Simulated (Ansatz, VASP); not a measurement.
## Two plane-wave programs on Ta2NbO4

```
Ta Nb O
1.0
     0.00465    3.72477    2.93439
     0.00420   -3.72725    2.93729
     5.13730    0.00039    0.00782
Ta Nb O
2 1 4
Direct
  0.49723 0.13602 0.49992
  0.13609 0.49729 0.49999
  0.52143 0.52154 0.00013
  0.38526 0.78685 0.74693
  0.78780 0.38713 0.25305
  0.78675 0.38504 0.74695
  0.38717 0.78786 0.25304
```

Change from the starting cell: cell x1, atoms moved at random (sigma 0.15 Å) and cell strained at random (1.5 %), then relaxed without symmetry.

Alike in both runs: functional PBE; k mesh 6 × 6 × 4; occupations gaussian, width 0.2 eV; no spin polarisation.

Ansatz relaxed the structure, and its values are those at the end. VASP's run is a single point on that final structure, the one shown.

|  | VASP | Ansatz |
| --- | --- | --- |
| version | VASP 6.6.1 | Ansatz 0.2.0 |
| potentials or method | VASP PAW PBE potentials, release 64 (Ta_pv, Nb_sv, O), cutoff 520 eV | scalar-relativistic, plane waves, PAW |
| valence electrons in the cell | 59 | 63 |

```csv
,VASP,Ansatz,Ansatz less VASP
gap on the k mesh at the Fermi level (eV),none,none,-
pressure (GPa),0.1,-0.1,-0.20
rms of the force components (eV/Å),0.039,0.004,-0.0358
```

A gap of «none» marks a metal or a gap that the smearing closes. With one functional, cell and mesh, what is left measures potentials, basis and numerics. VASP's potentials hold 59 valence electrons a cell and Ansatz's 63, so a difference there can come from the potentials and not from the codes.

Neither program's run includes spin-orbit coupling.
